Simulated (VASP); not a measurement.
Here is a VASP 6.6.1 calculation.

File INCAR:

```
SYSTEM = Mg3NbO2
PREC = Accurate ; ENCUT = 520
EDIFF = 1E-6 ; ISMEAR = 0
SIGMA = 0.1 ; LREAL = .False.
LASPH = .True. ; NELM = 150
ALGO = Normal ; ISIF = 2
LWAVE = .False. ; LCHARG = .False.
ISPIN = 2 ; MAGMOM = 0 0 0 0 0 0
LORBIT = 11 ; LMAXMIX = 4
GGA = PE ; NBANDS = 28
```

Contents of KPOINTS:

```
regular mesh
0
Gamma
  6 6 6
  0 0 0
```

POSCAR

```
Mg3NbO2
1.0
    3.6256525275      2.0932714628      3.8320113754
   -3.6256525275      2.0932714628      3.8320113754
    0.0000000000     -4.1865429255      3.8320113754
Mg Nb O
3 1 2
Direct
    0.0000000000      0.5000000000      0.0000000000
    0.0000000000      0.0000000000      0.5000000000
    0.5000000000      0.0000000000      0.0000000000
    0.0000000000      0.0000000000      0.0000000000
    0.1696488023      0.1696488023      0.1696488023
    0.8303511977      0.8303511977      0.8303511977
```

Potentials or basis: VASP PAW PBE potentials, release 64 (Mg, Nb_sv, O).

Launch:

```bash
$ cat potpaw_PBE.64/Mg/POTCAR potpaw_PBE.64/Nb_sv/POTCAR potpaw_PBE.64/O/POTCAR > POTCAR
$ mpirun -np 1 vasp_std > vasp.out
```

**Question.** Estimate the pressure.

**Answer.** 0.1 GPa.

**Question.** Predict the largest force.

**Answer.** 0.005 eV/Å.

Forces in eV/Å, atoms in the order of the input:
```
Mg   0.000  0.000  0.000
Mg   0.000  0.000  0.000
Mg   0.000  0.000  0.000
Nb   0.000  0.000  0.000
O    0.000  0.000 -0.005
O    0.000  0.000  0.005
```

Caveat: no moment was typed at the start, so none could form.
